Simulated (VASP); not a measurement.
Write the native input for VASP 6.6.1 that does the following.

* Task: relaxation of cell and atoms
* Functional: LDA
* Potentials or basis: VASP PAW LDA potentials, release 64 (As)
* Cutoff: 500 eV
* k mesh: 18 × 18 × 18
* Occupations: fermi-dirac, width 0.08 eV
* Spin: no spin polarisation
* Dipole correction: no
* Further INCAR settings: ALGO = Normal; EDIFF = 1e-07; IBRION = 2; EDIFFG = -0.005; NSW = 60; ISIF = 3

The structure of As lies in POSCAR:

```
As
1.0
   -1.6809877034      1.6809877034      1.6809877034
    1.6809877034     -1.6809877034      1.6809877034
    1.6809877034      1.6809877034     -1.6809877034
As
1
Direct
    0.0000000000      0.0000000000      0.0000000000
```

This isn't the form of As at room conditions, which is rhombohedral.

These files were run (other wordings do the same):

INCAR

```
SYSTEM = As
ALGO = Normal
EDIFF = 1E-7
EDIFFG = -0.005
ENCUT = 500
GGA_COMPAT = .False.
IBRION = 2
ISIF = 3
ISMEAR = -1
LASPH = .True.
LCHARG = .False.
LREAL = .False.
LWAVE = .False.
NELM = 120
NELMIN = 4
NSW = 60
PREC = Accurate
SIGMA = 0.08
```

KPOINTS

```
k-points
0
Gamma
  18 18 18
  0 0 0
```

Potentials or basis: VASP PAW LDA potentials, release 64 (As).

The run is started by

```bash
$ cat potpaw_LDA.64/As/POTCAR > POTCAR
$ mpirun -np 1 vasp_std > vasp.out
```

It gave:

```json
{"Relaxed volume": "17.92 Å³/atom", "Relaxed cell": "a = 2.856 Å, b = 2.856 Å, c = 2.856 Å, α = 109.47°, β = 109.47°, γ = 109.47°", "Space group after relaxing (to 0.1 Å)": "Im-3m (No. 229)", "Energy gained by relaxing": "18.1 meV/atom", "Ionic steps": "3", "Pressure after relaxing": "0.0 GPa", "Band gap on the k mesh": "zero (an odd number of electrons rules out a gap without spin polarisation)"}
```

It took 80 s on 1 thread of AMD EPYC 7R13 (shared host), peak memory 0.12 GiB.
